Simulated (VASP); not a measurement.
# Mg8HO8 (a cell with a defect) in VASP: a series of runs

The runs below take Mg8HO8 (a cell with a defect) through single point, molecular dynamics, with PBE.

Everything below comes from runs of VASP 6.6.1. Logs are shortened: lines on timing, memory, paths and dates and some standing lists are left out, and cuts for length are marked.

### 1 The cell of the first run

The cell holds a defect, 17 atoms: a = 5.992 Å, b = 5.992 Å, c = 5.992 Å, α = 60.00°, β = 60.00°, γ = 60.00°.

### 2 Single point, PBE

The input, INCAR:

```
SYSTEM = Mg8HO8
  PREC = Accurate
  ENCUT = 520
  EDIFF = 1E-6
  ISMEAR = -1
  SIGMA = 0.02
  LREAL = .False.
  LASPH = .True.
  NELM = 120
  ALGO = Normal
  ISIF = 2
  LWAVE = .False.
  LCHARG = .True.
  GGA = PE
  LELF = .True.
  LVHAR = .True.
  NELECT = 64.0
  NBANDS = 46
  GGA_COMPAT = .False.
```

The input, KPOINTS:

```
regular mesh
0
Gamma
  2 2 2
  0 0 0
```

The input, POSCAR:

```
Mg8HO8
1.0
    0.0000000000      4.2370000000      4.2370000000
    4.2370000000      0.0000000000      4.2370000000
    4.2370000000      4.2370000000      0.0000000000
Mg O H
8 8 1
Direct
    0.0556289828     -0.0025017701     -0.0085437810
    0.0214302573     -0.0332310597      0.5142317678
   -0.0038234600      0.5155534576     -0.0050507435
    0.0606679254      0.4964243569      0.4899811187
    0.5209464244     -0.0125442530     -0.0191291008
    0.5148572103     -0.0043544961      0.4745692707
    0.4966721737      0.4880103847      0.0121312249
    0.5184210526      0.5086735898      0.4605735190
    0.2518055228      0.2374321454      0.2737314137
    0.2632050979      0.2355912202      0.7503658249
    0.2487255133      0.7639249469      0.2685744631
    0.2811069153      0.7116001888      0.7438871843
    0.7427779089      0.2637125325      0.2340689167
    0.7847769648      0.2439697899      0.7774368657
    0.7915860278      0.7449020533      0.2283809299
    0.7993745575      0.7360750531      0.7519589332
    0.8059476044      0.3510030682      0.5853906066
```

Potentials or basis: VASP PAW PBE potentials, release 64 (Mg, O, H).

Run with:

```console
$ cat potpaw_PBE.64/Mg/POTCAR potpaw_PBE.64/O/POTCAR potpaw_PBE.64/H/POTCAR > POTCAR
$ mpirun -np 1 vasp_std > vasp.out
```

OUTCAR:

```text
SYSTEM = Mg8HO8
   PREC = Accurate
   ENCUT = 520
   EDIFF = 1E-6
   ISMEAR = -1
   LREAL = .False.
   LASPH = .True.
   NELM = 120
   ISIF = 2
   GGA = PE
   NELECT = 64.0

 ion  position               nearest neighbor table
   1  0.056  0.997  0.991-  10 1.89  11 2.01  14 2.06  13 2.19  15 2.19  12 2.28   5 2.73   7 2.86
                             6 2.94   2 2.95   3 2.95   4 2.99   4 3.00   2 3.07   3 3.07   6 3.08
   2  0.021  0.967  0.514-  11 1.90  16 1.92  12 2.08   9 2.13  17 2.15  14 2.30  13 2.37   4 2.78
                             3 2.80   8 2.87   5 2.90   6 2.93   1 2.95   1 3.07   6 3.07   5 3.10
   3  0.996  0.516  0.995-  16 1.87  15 1.97  12 2.06  13 2.14  10 2.23   9 2.27   2 2.80   8 2.83
                             5 2.84   4 2.91   1 2.95   7 2.97   7 3.03   1 3.07   4 3.12   5 3.16
   4  0.061  0.496  0.490-  17 1.84  11 1.95  10 1.98   9 2.04  16 2.13  14 2.24  15 2.25   8 2.70
                             7 2.75   2 2.78   6 2.88   3 2.91   1 2.99   1 3.00   3 3.12   6 3.15
   5  0.521  0.987  0.981-  16 2.05  10 2.07  11 2.12  15 2.20  14 2.23   9 2.30   1 2.73   3 2.84
                             8 2.87   2 2.90   6 2.96   7 2.98   7 3.02   6 3.03   2 3.10   8 3.12
   6  0.515  0.996  0.475-   9 1.98  13 2.11  15 2.11  10 2.19  12 2.20  16 2.38   7 2.86   4 2.88
                             2 2.93   1 2.94   8 2.95   5 2.96   5 3.03   8 3.04   2 3.07   1 3.08
   7  0.497  0.488  0.012-  13 1.99  14 2.05  12 2.06   9 2.10  11 2.26  16 2.34   4 2.75   8 2.82
                             6 2.86   1 2.86   3 2.97   5 2.98   5 3.02   3 3.03   6 3.13   1 3.16
   8  0.518  0.509  0.461-  17 1.84  11 1.98  13 2.00  12 2.07  15 2.17  10 2.24  14 2.48   4 2.70
                             7 2.82   3 2.83   5 2.87   2 2.87   6 2.95   6 3.04   5 3.12   2 3.14
   9  0.252  0.237  0.274-   6 1.98   4 2.04   7 2.10   2 2.13   3 2.27   5 2.30
  10  0.263  0.236  0.750-   1 1.89   4 1.98   5 2.07   6 2.19   3 2.23   8 2.24
  11  0.249  0.764  0.269-   2 1.90   4 1.95   8 1.98   1 2.01   5 2.12   7 2.26
  12  0.281  0.712  0.744-   3 2.06   7 2.06   8 2.07   2 2.08   6 2.20   1 2.28
  13  0.743  0.264  0.234-   7 1.99   8 2.00   6 2.11   3 2.14   1 2.19   2 2.37
  14  0.785  0.244  0.777-  17 0.97   7 2.05   1 2.06   5 2.23   4 2.24   2 2.30   8 2.48
  15  0.792  0.745  0.228-   3 1.97   6 2.11   8 2.17   1 2.19   5 2.20   4 2.25
  16  0.799  0.736  0.752-   3 1.87   2 1.92   5 2.05   4 2.13   7 2.34   6 2.38
  17  0.806  0.351  0.585-  14 0.97   8 1.84   4 1.84   2 2.15

  LATTYP: Found a face centered cubic cell.
 ALAT       =     8.4740000000

  Lattice vectors:

 A1 = (   0.0000000000,   4.2370000000,   4.2370000000)
 A2 = (   4.2370000000,   0.0000000000,   4.2370000000)
 A3 = (   4.2370000000,   4.2370000000,   0.0000000000)

Analysis of symmetry for initial positions (statically):
=====================================================================
 Subroutine PRICEL returns:
 Original cell was already a primitive cell.

 Routine SETGRP: Setting up the symmetry group for a
 face centered cubic supercell.

 Subroutine GETGRP returns: Found  1 space group operations
 (whereof  1 operations were pure point group operations)
 out of a pool of 48 trial point group operations.

The static configuration has the point symmetry C_1 .

Analysis of symmetry for dynamics (positions and initial velocities):
=====================================================================
 Subroutine PRICEL returns:
 Original cell was already a primitive cell.

 Routine SETGRP: Setting up the symmetry group for a
 face centered cubic supercell.

 Subroutine GETGRP returns: Found  1 space group operations
 (whereof  1 operations were pure point group operations)
 out of a pool of 48 trial point group operations.

The dynamic configuration has the point symmetry C_1 .

 Subroutine INISYM returns: Found  1 space group operations
 (whereof  1 operations are pure point group operations),
 and found     1 'primitive' translations

[... 43 lines left out ...]
 non-spin polarized calculation
  energy-cutoff  :      520.00
  volume of cell :      152.13
 maximum number of plane-waves:      4111
 NGX is ok and might be reduce to    48
   NGX = 23   NGY = 23   NGZ = 23

 number of electron      63.9999998 magnetization

 Free energy of the ion-electron system (eV)
  ---------------------------------------------------
  ext. energy  EPLUGINS =         0.00000000
  ---------------------------------------------------
  free energy    TOTEN  =      -100.34097588 eV

  energy without entropy =     -100.34097588  energy(sigma->0) =     -100.34097588

 E-fermi :   3.7265     XC(G=0): -10.9486

 val. band max:        3.1949736455   @ k =   0.0000   0.0000   0.0000
 cond. band min:       7.0457136197   @ k =   0.0000   0.0000   0.0000
 fundamental gap:      3.8507399742
 Fermi energy:         3.7264692748

 k-point     1 :       0.0000    0.0000    0.0000
  band No.  band energies     occupation
      1     -16.6518      2.00000
      2     -13.8666      2.00000
      3     -12.9830      2.00000
      4     -12.6600      2.00000
      5     -12.5948      2.00000
      6     -12.5025      2.00000
[... 36 lines left out ...]
     43      12.8691      0.00000
     44      14.9160      0.00000

 k-point     2 :       0.5000    0.0000    0.0000
  band No.  band energies     occupation
      1     -16.6320      2.00000
      2     -13.6770      2.00000
      3     -13.0270      2.00000
      4     -12.8942      2.00000
      5     -12.5335      2.00000
      6     -12.4890      2.00000
[... 36 lines left out ...]
     43      14.1715      0.00000
     44      14.4603      0.00000

 k-point     3 :       0.0000    0.5000    0.0000
  band No.  band energies     occupation
      1     -16.6308      2.00000
      2     -13.6663      2.00000
      3     -13.0841      2.00000
      4     -12.8403      2.00000
      5     -12.5512      2.00000
      6     -12.4947      2.00000
[... 224 lines left out ...]
     43      14.4115      0.00000
     44      14.4680      0.00000

 k-point     8 :       0.5000    0.0000    0.5000
  band No.  band energies     occupation
      1     -16.6242      2.00000
      2     -13.5854      2.00000
      3     -13.1240      2.00000
      4     -12.7555      2.00000
      5     -12.6460      2.00000
      6     -12.5736      2.00000
[... 36 lines left out ...]
     43      14.2741      0.00000
     44      14.6160      0.00000
 [bands above 44 left out]

------------------------ aborting loop because EDIFF is reached ----------------------------------------

  FORCE on cell =-STRESS in cart. coord.  units (eV):
  Direction    XX          YY          ZZ          XY          YZ          ZX
  --------------------------------------------------------------------------------------
  -------------------------------------------------------------------------------------
  Total        0.0751229      5.8621181      2.4363603     -0.0937626      2.3918138      0.4166351
  in kB        0.7911842     61.7390239     25.6594125     -0.9874947     25.1902547      4.3879435
  external PRESSURE =      29.3965402 kB  Pullay stress =       0.0000000 kB

 VOLUME and BASIS-vectors are now :
 -----------------------------------------------------------------------------
  energy-cutoff  :      520.00
  volume of cell :      152.13
      direct lattice vectors                 reciprocal lattice vectors
     0.000000000  4.237000000  4.237000000    -0.118008025  0.118008025  0.118008025
     4.237000000  0.000000000  4.237000000     0.118008025 -0.118008025  0.118008025
     4.237000000  4.237000000  0.000000000     0.118008025  0.118008025 -0.118008025

 POSITION                                       TOTAL-FORCE (eV/Angst)
 -----------------------------------------------------------------------------------
      8.42720      4.43650      4.46210         0.315839     -0.577153     -1.968847
      6.27500      2.26960      4.18700         0.377796     -0.153515      1.336402
      6.40000      8.43640      6.40520        -0.988919      2.178639     -0.196697
      4.17940      2.33310      2.36040         0.759249     -0.664592     -0.283541
      8.33980      6.36320      6.39110         0.846700      0.333795      0.105544
      6.22930      4.19220      6.40000        -0.129588      1.134674     -0.022658
[... 9 lines left out ...]
      6.30480      6.57300      6.50570         0.364890     -2.696330     -1.212960
      3.96750      5.89510      4.90200        -0.227644      0.143219      0.092629
 -----------------------------------------------------------------------------------
    total drift:                               -0.000137     -0.000212     -0.000122

  FREE ENERGIE OF THE ION-ELECTRON SYSTEM (eV)
  ---------------------------------------------------
  free  energy   TOTEN  =      -100.3409758779 eV

  energy  without entropy=     -100.3409758779  energy(sigma->0) =     -100.34097588
```

Wall time 2.5 min (1 thread of Intel Xeon Platinum 8375C at 2.90GHz (Ice Lake), shared host); peak memory 0.32 GiB.

Results:

- Free energy: -100.3410 eV
- Largest force: 2.979 eV/Å

Forces in eV/Å, atoms in the order of the input:
```
Mg   0.316 -0.577 -1.969
Mg   0.378 -0.154  1.336
Mg  -0.989  2.179 -0.197
Mg   0.759 -0.665 -0.284
Mg   0.847  0.334  0.106
Mg  -0.130  1.135 -0.023
Mg  -0.271 -0.436  0.572
Mg   0.964 -0.411 -0.582
O   -0.363 -0.782  0.213
O   -0.444  1.043  1.579
O   -2.439 -0.384  0.973
O    0.745  0.593  1.189
O    0.301  1.500  0.008
O   -0.901 -1.027 -0.859
O    1.089  0.206 -0.943
O    0.365 -2.696 -1.213
H   -0.228  0.143  0.093
```

Caveat: the k points lie up to 0.64 Å⁻¹ apart; the cell carries a net charge on a neutralising background, which shifts energy and pressure; the cell is charged against a uniform background, so pressure and absolute levels hang on convention; the atoms stand as in a frame of molecular dynamics.

### 3 Molecular dynamics, PBE

The input, INCAR:

```
SYSTEM = Mg8HO8
PREC = Normal ; ENCUT = 440
EDIFF = 1E-5 ; ISMEAR = -1
SIGMA = 0.02 ; LREAL = .FALSE.
LASPH = .TRUE. ; NELM = 120
ALGO = Normal ; ISIF = 2
LWAVE = .FALSE. ; LCHARG = .FALSE.
GGA = PE ; NBANDS = 46
NELECT = 64.0 ; IBRION = 0
NSW = 40 ; POTIM = 0.5
TEBEG = 840.0 ; TEEND = 840.0
ISYM = 0 ; NELMIN = 4
RANDOM_SEED = 710016 0 0 ; MDALGO = 2
SMASS = 0 ; GGA_COMPAT = .FALSE.
MAXMIX = 40
```

The input, KPOINTS:

```
Automatic mesh
0
G
  2 2 2
  0 0 0
```

The input, POSCAR:

```
Mg8HO8
1.0
    0.0000000000      4.2370000000      4.2370000000
    4.2370000000      0.0000000000      4.2370000000
    4.2370000000      4.2370000000      0.0000000000
Mg O H
8 8 1
Direct
    0.0330594400      0.0026535200     -0.0181703300
    0.0222218900     -0.0279588300      0.4973471000
    0.0264499900      0.5102512800      0.0047882700
    0.0289975000      0.5220049900      0.4899962200
    0.5165869500     -0.0168140100     -0.0057002200
    0.5173096000     -0.0054073200      0.4945871600
    0.5235103800      0.4988590900     -0.0243225500
    0.5060180200      0.5004987600      0.4718856400
    0.2641659900      0.2629278300      0.2645770000
    0.2871244000      0.2291732100      0.7697921600
    0.2852111600      0.7510101600      0.2307006300
    0.2478161300      0.7503248200      0.7454311400
    0.7616904500      0.2126749700      0.2649135400
    0.7852027900      0.2246011400      0.7541214400
    0.7744019100      0.7399634300      0.2535965000
    0.7709327500      0.7275538400      0.7598946000
    0.8533662600      0.2933537900      0.5546107900
```

Potentials or basis: VASP PAW PBE potentials, release 64 (Mg, O, H).

Run with:

```console
$ cat potpaw_PBE.64/Mg/POTCAR potpaw_PBE.64/O/POTCAR potpaw_PBE.64/H/POTCAR > POTCAR
$ mpirun -np 1 vasp_std > vasp.out
```

It took 9.2 min on 1 thread of Intel Xeon Platinum 8375C at 2.90GHz (Ice Lake), shared host; peak memory 0.26 GiB.

Caveat: the k points lie up to 0.64 Å⁻¹ apart; the cell carries a net charge on a neutralising background, which shifts energy and pressure; the cell is charged against a uniform background, so pressure and absolute levels hang on convention; the cutoff is under 1.25 times the usual one of these potentials, so pressure, stress and relaxed cells hold a basis-set (Pulay) error.

### 4 Single point, PBE

The input, INCAR:

```
PREC = Accurate
ENCUT = 520
EDIFF = 1E-6
ISMEAR = -1
SIGMA = 0.02
LREAL = F
LASPH = T
NELM = 120
ALGO = Normal
ISIF = 2
LWAVE = F
LCHARG = F
GGA = PE
NELECT = 64.0
NBANDS = 46
GGA_COMPAT = F
```

The input, KPOINTS:

```
Automatic mesh
0
Gamma
  2 2 2
```

The input, POSCAR:

```
Mg8HO8
1.0
    0.0000000000      4.2370000000      4.2370000000
    4.2370000000      0.0000000000      4.2370000000
    4.2370000000      4.2370000000      0.0000000000
Mg O H
8 8 1
Direct
   -0.0012862875      0.0217016757      0.0129926835
    0.0556053812     -0.0308472976      0.4729997640
    0.0154590512      0.4620958225      0.0353316025
   -0.0061600189      0.4900401227      0.4952796790
    0.5477342459     -0.0643969790      0.0082487609
    0.4837030918      0.0015223035      0.5188222799
    0.4893084730      0.4991739438      0.0077177248
    0.4630516875      0.5200259618      0.5077531272
    0.2638777437      0.2486311069      0.2337148926
    0.2178428133      0.2832664621      0.7371489261
    0.2643969790      0.7594878452      0.2268468256
    0.2675123908      0.7583313665      0.7513688931
    0.7246282747      0.2578593344      0.2771890489
    0.7552631579      0.2712886476      0.7413146094
    0.7530800094      0.7460231296      0.2561246165
    0.7686098655      0.7492329478      0.7238848242
    0.7305640784      0.1902997404      0.6519707340
```

Run with:

```console
$ cat potpaw_PBE.64/Mg/POTCAR potpaw_PBE.64/O/POTCAR potpaw_PBE.64/H/POTCAR > POTCAR
$ mpirun -np 1 vasp_std > vasp.out
```

It took 75 s on 1 thread of Intel Xeon Platinum 8488C (Sapphire Rapids), shared host; peak memory 0.32 GiB.

Results (log left out):

| Quantity | Value |
| --- | --- |
| Free energy | -100.6301 eV |
| Largest force | 2.377 eV/Å |

Forces on the atoms (eV/Å):
```
Mg  -1.011  0.174 -0.825
Mg   0.205  0.011 -0.756
Mg   0.156 -2.223  0.826
Mg   0.739 -0.266  1.844
Mg   0.872 -0.796  0.058
Mg  -0.471  0.287  1.224
Mg   0.295  0.079  0.468
Mg  -0.385 -0.132  0.289
O    0.070  1.020 -0.761
O   -0.360  1.564 -0.090
O    0.071  0.162 -0.455
O   -0.136 -1.032 -1.205
O   -0.631  0.634  0.726
O   -0.286  0.407 -1.411
O   -0.399  0.042  0.215
O    1.297  0.492  0.142
H   -0.026 -0.423 -0.287
```

Levels at points of the mesh, in eV from the Fermi level:
| k point | band 30 | band 31 | band 32 | band 33 | band 34 | band 35 |
| --- | --- | --- | --- | --- | --- | --- |
| (0.00, 0.00, 0.00) | -0.71 | -0.62 | -0.48 | 3.25 | 5.73 | 6.84 |
| (0.50, 0.00, 0.00) | -0.99 | -0.92 | -0.73 | 4.77 | 6.11 | 7.49 |
| (0.00, 0.50, 0.00) | -1.14 | -0.78 | -0.70 | 4.94 | 6.22 | 7.44 |
| (0.00, 0.00, 0.50) | -1.00 | -0.90 | -0.64 | 4.96 | 6.05 | 7.53 |
| (0.50, 0.50, 0.50) | -0.97 | -0.85 | -0.59 | 5.31 | 6.18 | 7.30 |
| (0.50, 0.50, 0.00) | -1.24 | -1.02 | -0.71 | 5.53 | 6.80 | 7.77 |
| (0.00, 0.50, 0.50) | -1.29 | -0.97 | -0.80 | 5.71 | 6.87 | 7.71 |
| (0.50, 0.00, 0.50) | -1.15 | -1.02 | -0.94 | 5.55 | 6.92 | 7.69 |

Caveat: the k points lie up to 0.64 Å⁻¹ apart; the cell carries a net charge on a neutralising background, which shifts energy and pressure; the cell is charged against a uniform background, so pressure and absolute levels hang on convention.

### 5 Single point, PBE

The input, INCAR:

```
PREC = Accurate ; ENCUT = 520
EDIFF = 1E-6 ; ISMEAR = -1
SIGMA = 0.02 ; LREAL = F
LASPH = T ; NELM = 120
ALGO = Normal ; ISIF = 2
LWAVE = F ; LCHARG = T
GGA = PE ; LELF = T
LVHAR = T ; NBANDS = 46
NELECT = 64.0 ; GGA_COMPAT = F
```

KPOINTS is that of step 4.

The input, POSCAR:

```
Mg8HO8
1.0
    0.0000000000      4.2370000000      4.2370000000
    4.2370000000      0.0000000000      4.2370000000
    4.2370000000      4.2370000000      0.0000000000
Mg O H
8 8 1
Direct
    0.0330540477      0.0026551806     -0.0181614350
    0.0222209110     -0.0279561010      0.4973448194
    0.0264573991      0.5102430965      0.0047911258
    0.0290063724      0.5219966958      0.4899929195
    0.5165801274     -0.0168161435     -0.0056997876
    0.5172999764     -0.0054047675      0.4945952325
    0.5235189993      0.4988553222     -0.0243214539
    0.5060184093      0.5004956337      0.4718904886
    0.2641727637      0.2629218787      0.2645739910
    0.2871371253      0.2291715837      0.7697899457
    0.2852135945      0.7510148690      0.2306938872
    0.2478168515      0.7503186217      0.7454330895
    0.7616945952      0.2126740618      0.2649044135
    0.7852017937      0.2245928723      0.7541184801
    0.7744040595      0.7399693179      0.2535874439
    0.7709346236      0.7275548737      0.7598890725
    0.8533750295      0.2933561482      0.5546023130
```

Run with:

```console
$ cat potpaw_PBE.64/Mg/POTCAR potpaw_PBE.64/O/POTCAR potpaw_PBE.64/H/POTCAR > POTCAR
$ mpirun -np 1 vasp_std > vasp.out
```

Run time: 80 s. Hardware: 1 thread of Intel Xeon Platinum 8488C (Sapphire Rapids), shared host; peak memory 0.33 GiB.

Results (log left out):

| Item | Value |
| --- | --- |
| Free energy | -101.2198 eV |
| Largest force | 1.859 eV/Å |

Forces in eV/Å, atoms in the order of the input:
```
Mg   0.426  1.077 -0.384
Mg  -1.327  0.017  0.149
Mg  -0.798  0.051 -1.147
Mg  -0.333  0.336  0.650
Mg   0.380  0.850  0.181
Mg   0.008 -0.074 -0.431
Mg   0.989  0.498 -0.479
Mg   0.350  0.050 -0.151
O   -0.567 -0.555 -0.751
O    0.057 -1.778  0.422
O    0.273 -0.197 -1.021
O   -0.541  0.896  1.131
O    0.610  0.134  1.751
O    0.538 -0.616 -0.129
O    0.018 -0.149 -0.648
O   -0.286 -0.180  0.343
H    0.204 -0.359  0.515
```

Levels at points of the mesh, in eV from the Fermi level:
```tsv
k point	band 30	band 31	band 32	band 33	band 34	band 35
(0.00, 0.00, 0.00)	-0.63	-0.55	-0.53	3.36	5.69	6.98
(0.50, 0.00, 0.00)	-0.87	-0.81	-0.72	4.99	6.27	7.45
(0.00, 0.50, 0.00)	-0.94	-0.80	-0.73	5.01	6.24	7.55
(0.00, 0.00, 0.50)	-0.95	-0.73	-0.69	5.46	6.21	7.36
(0.50, 0.50, 0.50)	-0.91	-0.79	-0.76	5.02	6.32	7.45
(0.50, 0.50, 0.00)	-1.12	-0.97	-0.89	5.82	7.09	7.66
(0.00, 0.50, 0.50)	-1.14	-1.00	-0.85	5.69	7.02	7.92
(0.50, 0.00, 0.50)	-1.08	-0.98	-0.88	5.74	7.08	7.79
```

Caveat: the k points lie up to 0.64 Å⁻¹ apart; the cell carries a net charge on a neutralising background, which shifts energy and pressure; the cell is charged against a uniform background, so pressure and absolute levels hang on convention.
